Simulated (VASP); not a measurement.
# Sc (P6_3/mmc) in VASP: single point with PBEsol

Aim: the single point of Sc with PBEsol.

Program: VASP 6.6.1. These are calculated values, not measurements. Logs are shortened: lines on timing, memory, paths and dates and some standing lists are left out, and cuts for length are marked.

### Step 1. The cell of the first run

It takes space group P6_3/mmc (No. 194, hexagonal). The conventional cell has a = 3.277 Å, b = 3.277 Å, c = 5.082 Å, α = 90.00°, β = 90.00°, γ = 120.00°. Sc (site symmetry -6m2) has 12 Sc at 3.17 to 3.28 Å within 4.2 Å.

### Step 2. Single point, PBEsol

INCAR reads:

```
ALGO = Fast ; EDIFF = 1E-6
ENCUT = 520 ; GGA = PS
ISIF = 2 ; ISMEAR = 0
LASPH = T ; LCHARG = T
LELF = T ; LREAL = F
LVHAR = T ; LWAVE = F
NBANDS = 18 ; NELM = 100
PREC = Accurate ; SIGMA = 0.1
```

KPOINTS reads:

```
k-points
0
Gamma
  24 24 12
```

POSCAR reads:

```
Sc
1.0
    3.2774878419      0.0000000000      0.0000000000
   -1.6387439210      2.8383877317      0.0000000000
    0.0000000000      0.0000000000      5.0821218950
Sc
2
Direct
    0.3333333333      0.6666666667      0.2500000000
    0.6666666667      0.3333333333      0.7500000000
```

Potentials or basis: VASP PAW PBE potentials, release 64 (Sc_sv).

Command:

```
cat potpaw_PBE.64/Sc_sv/POTCAR > POTCAR
mpirun -np 1 vasp_std > vasp.out
```

OUTCAR:

```text
EDIFF = 1E-6
   ENCUT = 520
   GGA = PS
   ISIF = 2
   ISMEAR = 0
   LASPH = T
   LREAL = F
   NELM = 100
   PREC = Accurate

 ion  position               nearest neighbor table
   1  0.333  0.667  0.250-   2 3.17   2 3.17   2 3.17   2 3.17   2 3.17   2 3.17
   2  0.667  0.333  0.750-   1 3.17   1 3.17   1 3.17   1 3.17   1 3.17   1 3.17

  LATTYP: Found a hexagonal cell.
 ALAT       =     3.2774878419
 C/A-ratio  =     1.5506150259

  Lattice vectors:

 A1 = (   3.2774878419,   0.0000000000,   0.0000000000)
 A2 = (  -1.6387439210,   2.8383877317,   0.0000000000)
 A3 = (   0.0000000000,   0.0000000000,   5.0821218950)

Analysis of symmetry for initial positions (statically):
=====================================================================
 Subroutine PRICEL returns:
 Original cell was already a primitive cell.

 Routine SETGRP: Setting up the symmetry group for a
 hexagonal supercell.

 Subroutine GETGRP returns: Found 24 space group operations
 (whereof 12 operations were pure point group operations)
 out of a pool of 24 trial point group operations.

The static configuration has the point symmetry D_3d.
 The point group associated with its full space group is D_6h.

Analysis of symmetry for dynamics (positions and initial velocities):
=====================================================================
 Subroutine PRICEL returns:
 Original cell was already a primitive cell.

 Routine SETGRP: Setting up the symmetry group for a
 hexagonal supercell.

 Subroutine GETGRP returns: Found 24 space group operations
 (whereof 12 operations were pure point group operations)
 out of a pool of 24 trial point group operations.

The dynamic configuration has the point symmetry D_3d.
 The point group associated with its full space group is D_6h.

 Subroutine INISYM returns: Found 24 space group operations
 (whereof 12 operations are pure point group operations),
 and found     1 'primitive' translations

----------------------------------------------------------------------------------------

                                     Primitive cell

  volume of cell :      47.2779

  direct lattice vectors                    reciprocal lattice vectors
     3.277487842  0.000000000  0.000000000     0.305111734  0.176156342  0.000000000
    -1.638743921  2.838387732  0.000000000     0.000000000  0.352312684  0.000000000
     0.000000000  0.000000000  5.082121895     0.000000000  0.000000000  0.196768204

  length of vectors
     3.277487842  3.277487842  5.082121895     0.352312684  0.352312684  0.196768204

  position of ions in fractional coordinates (direct lattice)
     0.333333333  0.666666667  0.250000000
     0.666666667  0.333333333  0.750000000

  ion indices of the primitive-cell ions
   primitive index   ion index
                 1           1
                 2           2

----------------------------------------------------------------------------------------

 KPOINTS: k-points

Automatic generation of k-mesh.
 Grid dimensions read from file:
 generate k-points for:   24   24   12

 Generating k-lattice:

  Cartesian coordinates                     Fractional coordinates (reciprocal lattice)
     0.012712989  0.007339848  0.000000000     0.041666667 -0.000000000  0.000000000
     0.000000000  0.014679695  0.000000000     0.000000000  0.041666667  0.000000000
     0.000000000  0.000000000  0.016397350     0.000000000  0.000000000  0.083333333

  Length of vectors
     0.014679695  0.014679695  0.016397350

  Shift w.r.t. Gamma in fractional coordinates (k-lattice)
     0.000000000  0.000000000  0.000000000

 Subroutine IBZKPT returns following result:
 ===========================================

 Found    427 irreducible k-points:

 Following reciprocal coordinates:
            Coordinates               Weight
  0.000000  0.000000  0.000000      1.000000
  0.041667 -0.000000  0.000000      6.000000
  0.083333  0.000000  0.000000      6.000000
  0.125000 -0.000000  0.000000      6.000000
  0.166667 -0.000000  0.000000      6.000000
  0.208333 -0.000000  0.000000      6.000000
[... 16 lines left out ...]
  0.416667  0.041667  0.000000     12.000000
  0.458333  0.041667  0.000000     12.000000
 [... further k-points ...]
   k-points           NKPTS =    427   k-points in BZ     NKDIM =    427   number of bands    NBANDS=     18
   number of dos      NEDOS =    301   number of ions     NIONS =      2
   total plane-waves  NPLWV =  23040
   dimension x,y,z NGX =    24 NGY =   24 NGZ =   40
   dimension x,y,z NGXF=    48 NGYF=   48 NGZF=   80
   ions per type =               2
   NGX,Y,Z   is equivalent  to a cutoff of  12.17, 12.17, 13.08 a.u.
   NGXF,Y,Z  is equivalent  to a cutoff of  24.35, 24.35, 26.17 a.u.
 SYSTEM =  unknown system
   PREC   = accura    normal or accurate (medium, high low for compatibility)
   ISTART =      0    job   : 0-new  1-cont  2-samecut
   ICHARG =      2    charge: 1-file 2-atom 10-const
   ISPIN  =      1    spin polarized calculation?
   LNONCOLLINEAR =      F non collinear calculations
   LSORBIT =      F    spin-orbit coupling
   LASPH  =      T    aspherical Exc in radial PAW
   ENCUT  =  520.0 eV  38.22 Ry    6.18 a.u.   6.09  6.09  9.45*2*pi/ulx,y,z
   NELM   =    100;   NELMIN=  2; NELMDL= -5     # of ELM steps
   EDIFF  = 0.1E-05   stopping-criterion for ELM
   LREAL  =      F    real-space projection
   EDIFFG = 0.1E-04   stopping-criterion for IOM
   NSW    =      0    number of steps for IOM
   IBRION =     -1    ionic relax: 0-MD 1-quasi-New 2-CG
   NFREE  =      0    steps in history (QN), initial steepest desc. (CG)
   ISIF   =      2    stress and relaxation
   ISYM   =      2    0-nonsym 1-usesym 2-fastsym
   POTIM  = 0.5000    time-step for ionic-motion
   TEBEG  =    0.0;   TEEND  =   0.0 temperature during run
   PSTRESS=    0.0 pullay stress
   NELECT =      22.0000    total number of electrons
   NUPDOWN=      -1.0000    fix difference up-down
   EMIN   =  10.00;   EMAX   =-10.00  energy-range for DOS
   EFERMI =   0.00;   METHOD = LEGACY
   ISMEAR =     0;   SIGMA  =   0.10  broadening in eV -4-tet -1-fermi 0-gaus
   EFERMI_NEDOS =   21; number of points for ismear=-14 and -15
   IALGO  =     68    algorithm
   IMIX   =      4    mixing-type and parameters
     AMIX     =   0.40;   BMIX     =  1.00
     AMIX_MAG =   1.60;   BMIX_MAG =  1.00
  volume/ion in A,a.u.               =      23.64       159.52
  Fermi-wavevector in a.u.,A,eV,Ry     =   1.268615  2.397334 21.896991  1.609383
  Thomas-Fermi vector in A             =   2.401700
   LORBIT       =      0    0 simple, 1 ext, 2 COOP (PROOUT), +10 PAW based schemes
   GGA     = PS    functional components
   LHFCALC =     F    Hartree Fock is set to
   AEXX    =    0.0000 exact exchange contribution
   IVDW    =     0    specifies the selected vdW correction
   LEPSILON=     F    determine dielectric tensor
   LRPA    =     F    only Hartree local field effects (RPA)
 non-spin polarized calculation
 RMM-DIIS sequential band-by-band and
 Gauss-broadening in eV      SIGMA  =   0.10
  energy-cutoff  :      520.00
  volume of cell :       47.28
 maximum number of plane-waves:      1296
   NGX = 13   NGY = 13   NGZ = 19

 number of electron      22.0000009 magnetization

 Free energy of the ion-electron system (eV)
  ---------------------------------------------------
  ext. energy  EPLUGINS =         0.00000000
  ---------------------------------------------------
  free energy    TOTEN  =       -13.22099881 eV

  energy without entropy =      -13.20135514  energy(sigma->0) =      -13.21117698

 E-fermi :   3.8184     XC(G=0): -10.1617

 val. band max:        3.8151844846   @ k =   0.3333   0.2083   0.4167
 cond. band min:       3.8188629285   @ k =   0.3750   0.0000   0.1667
 fundamental gap:      0.0036784439
 Fermi energy:         3.8184493554

 k-point     1 :       0.0000    0.0000    0.0000
  band No.  band energies     occupation
      1     -45.2787      2.00000
      2     -45.1905      2.00000
      3     -24.2409      2.00000
      4     -23.8415      2.00000
      5     -23.8415      2.00000
      6     -23.7626      2.00000
[... 10 lines left out ...]
     17       6.2011      0.00000
     18       6.2011      0.00000

 k-point     2 :       0.0417   -0.0000    0.0000
  band No.  band energies     occupation
      1     -45.2777      2.00000
      2     -45.1901      2.00000
      3     -24.2382      2.00000
      4     -23.8465      2.00000
      5     -23.8433      2.00000
      6     -23.7679      2.00000
[... 10 lines left out ...]
     17       6.1662      0.00000
     18       6.1757      0.00000

 k-point     3 :       0.0833    0.0000    0.0000
  band No.  band energies     occupation
      1     -45.2748      2.00000
      2     -45.1892      2.00000
      3     -24.2303      2.00000
      4     -23.8614      2.00000
      5     -23.8485      2.00000
      6     -23.7836      2.00000
[... 10 lines left out ...]
     17       6.0781      0.00000
     18       6.1028      0.00000

 k-point     4 :       0.1250   -0.0000    0.0000
  band No.  band energies     occupation
      1     -45.2701      2.00000
      2     -45.1878      2.00000
      3     -24.2174      2.00000
      4     -23.8851      2.00000
      5     -23.8566      2.00000
      6     -23.8082      2.00000
[... 375 lines left out ...]
      4     -24.0594      2.00000
      5     -24.0264      2.00000
      6     -23.9300      2.00000
[... 10 lines left out ...]
     17       7.5031      0.00000
     18       7.7923      0.00000

 k-point    23 :       0.4167    0.0417    0.0000
  band No.  band energies     occupation
      1     -45.2134      2.00000
      2     -45.1808      2.00000
      3     -24.1325      2.00000
      4     -24.0435      2.00000
      5     -24.0382      2.00000
      6     -23.9364      2.00000
[... 10 lines left out ...]
     17       7.7682      0.00000
     18       8.0916      0.00000

 k-point    24 :       0.4583    0.0417    0.0000
  band No.  band energies     occupation
      1     -45.2102      2.00000
      2     -45.1814      2.00000
      3     -24.1429      2.00000
      4     -24.0523      2.00000
      5     -24.0257      2.00000
      6     -23.9397      2.00000
[... 10 lines left out ...]
     17       7.9245      0.00000
     18       8.3260      0.00000

 [... further k-points ...]
[... 5 lines left out ...]
  --------------------------------------------------------------------------------------
  -------------------------------------------------------------------------------------
  Total        0.0006186      0.0006186     -0.0019239     -0.0000000     -0.0000000     -0.0000000
  in kB        0.0209632      0.0209632     -0.0651997     -0.0000000     -0.0000000     -0.0000000
  external PRESSURE =      -0.0077578 kB  Pullay stress =       0.0000000 kB

 VOLUME and BASIS-vectors are now :
 -----------------------------------------------------------------------------
  energy-cutoff  :      520.00
  volume of cell :       47.28
      direct lattice vectors                 reciprocal lattice vectors
     3.277487842  0.000000000  0.000000000     0.305111734  0.176156342  0.000000000
    -1.638743921  2.838387732  0.000000000     0.000000000  0.352312684  0.000000000
     0.000000000  0.000000000  5.082121895     0.000000000  0.000000000  0.196768204

 POSITION                                       TOTAL-FORCE (eV/Angst)
 -----------------------------------------------------------------------------------
     -0.00000      1.89226      1.27053        -0.000000     -0.000000      0.000000
      1.63874      0.94613      3.81159         0.000000      0.000000      0.000000
 -----------------------------------------------------------------------------------
    total drift:                                0.000000     -0.000000      0.000000

  FREE ENERGIE OF THE ION-ELECTRON SYSTEM (eV)
  ---------------------------------------------------
  free  energy   TOTEN  =       -13.2209988123 eV

  energy  without entropy=      -13.2013551380  energy(sigma->0) =      -13.21117698
```

Wall time 4.5 min (1 thread of AMD EPYC 9R14 (Zen 4), shared host); peak memory 0.36 GiB.

What came out:

| Item | Value |
| --- | --- |
| Free energy | -13.2210 eV |
| Pressure | 0.0 GPa |
| Band gap on the k mesh | zero (band 11 reaches 4.84 eV, above the bottom of band 12 at 3.26 eV) |

Levels at points of the mesh, in eV from the Fermi level:
| k point | band 8 | band 9 | band 10 | band 11 | band 12 | band 13 | band 14 | band 15 |
| --- | --- | --- | --- | --- | --- | --- | --- | --- |
| (0.00, 0.00, 0.00) | -27.55 | -5.21 | -1.70 | 0.76 | 1.63 | 1.63 | 1.94 | 2.12 |
| (0.50, 0.00, 0.00) | -27.62 | -1.65 | -1.11 | -0.72 | -0.33 | 1.35 | 1.37 | 1.96 |
| (0.00, 0.00, 0.50) | -27.62 | -3.61 | -3.61 | 1.02 | 1.02 | 1.54 | 1.54 | 1.54 |
| (0.50, 0.00, 0.50) | -27.67 | -1.54 | -1.54 | 0.08 | 0.08 | 1.36 | 1.36 | 2.45 |

Caveat: the PAW data sets were made with another functional, which shifts forces and pressure a little.
